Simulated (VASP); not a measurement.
Set up this calculation in VASP 6.6.1, as the native input.

```yaml
Task: equation of state
Functional: AM05
Potentials_or_basis: VASP PAW PBE potentials, release 64 (Ca_sv_GW)
Cutoff: 450 eV
k_mesh: 10 × 10 × 10
Occupations: methfessel-paxton, width 0.1 eV
Spin: no spin polarisation
Tolerance_level: standard
Purpose: choice of potentials
Eos_scales: "[0.91, 0.94, 0.97, 1.0, 1.03, 1.06, 1.09]"
Further_INCAR_settings: ALGO = Normal; EDIFF = 1e-07; NSW = 0
```

The structure of Ca lies in POSCAR.step2:

```
Ca
1.0
    0.0000000000      2.7371595050      2.7371595050
    2.7371595050      0.0000000000      2.7371595050
    2.7371595050      2.7371595050      0.0000000000
Ca
1
Direct
    0.0000000000      0.0000000000      0.0000000000
```

The structure of Ca lies in POSCAR.step3:

```
Ca
1.0
    0.0000000000      2.7659738278      2.7659738278
    2.7659738278      0.0000000000      2.7659738278
    2.7659738278      2.7659738278      0.0000000000
Ca
1
Direct
    0.0000000000      0.0000000000      0.0000000000
```

The structure of Ca lies in POSCAR.step4:

```
Ca
1.0
    0.0000000000      2.7942000000      2.7942000000
    2.7942000000      0.0000000000      2.7942000000
    2.7942000000      2.7942000000      0.0000000000
Ca
1
Direct
    0.0000000000      0.0000000000      0.0000000000
```

The structure of Ca lies in POSCAR.step5:

```
Ca
1.0
    0.0000000000      2.8218671459      2.8218671459
    2.8218671459      0.0000000000      2.8218671459
    2.8218671459      2.8218671459      0.0000000000
Ca
1
Direct
    0.0000000000      0.0000000000      0.0000000000
```

The structure of Ca lies in POSCAR.step6:

```
Ca
1.0
    0.0000000000      2.8490021484      2.8490021484
    2.8490021484      0.0000000000      2.8490021484
    2.8490021484      2.8490021484      0.0000000000
Ca
1
Direct
    0.0000000000      0.0000000000      0.0000000000
```

The structure of Ca lies in POSCAR.step7:

```
Ca
1.0
    0.0000000000      2.8756298801      2.8756298801
    2.8756298801      0.0000000000      2.8756298801
    2.8756298801      2.8756298801      0.0000000000
Ca
1
Direct
    0.0000000000      0.0000000000      0.0000000000
```

The input as run:

POSCAR.step1

```
Ca
1.0
    0.0000000000      2.7077254011      2.7077254011
    2.7077254011      0.0000000000      2.7077254011
    2.7077254011      2.7077254011      0.0000000000
Ca
1
Direct
    0.0000000000      0.0000000000      0.0000000000
```

INCAR

```
SYSTEM = Ca
GGA = AM
ISMEAR = 1
SIGMA = 0.1
LWAVE = .False.
LCHARG = .False.
ISIF = 2
NSW = 0
ENCUT = 450
PREC = Accurate
LASPH = .True.
LREAL = .False.
ALGO = Normal
EDIFF = 1E-7
NELM = 120
GGA_COMPAT = .False.
```

KPOINTS

```
k-points
0
Gamma
  10 10 10
```

Potentials or basis: VASP PAW PBE potentials, release 64 (Ca_sv_GW).

The run is started by

```sh
$ cat potpaw_PBE.64/Ca_sv_GW/POTCAR > POTCAR
$ cp POSCAR.step1 POSCAR
$ mpirun -np 1 vasp_std > vasp.out
$ cp POSCAR.step2 POSCAR
$ mpirun -np 1 vasp_std > vasp.out
$ cp POSCAR.step3 POSCAR
$ mpirun -np 1 vasp_std > vasp.out
$ cp POSCAR.step4 POSCAR
$ mpirun -np 1 vasp_std > vasp.out
$ cp POSCAR.step5 POSCAR
$ mpirun -np 1 vasp_std > vasp.out
$ cp POSCAR.step6 POSCAR
$ mpirun -np 1 vasp_std > vasp.out
$ cp POSCAR.step7 POSCAR
$ mpirun -np 1 vasp_std > vasp.out
```

It gave:

The equilibrium volume is 41.28 Å³/atom. The bulk modulus is 18.2 GPa and the pressure derivative of the bulk modulus is 3.3.

Caveat: the PAW data sets were made with another functional, which shifts forces and pressure a little.

Wall time 2.5 min on 1 thread of Intel(R) Xeon(R) Platinum 8259CL CPU @ 2.50GHz (Skylake/Cascade Lake), on a shared host, peak memory 0.16 GiB.
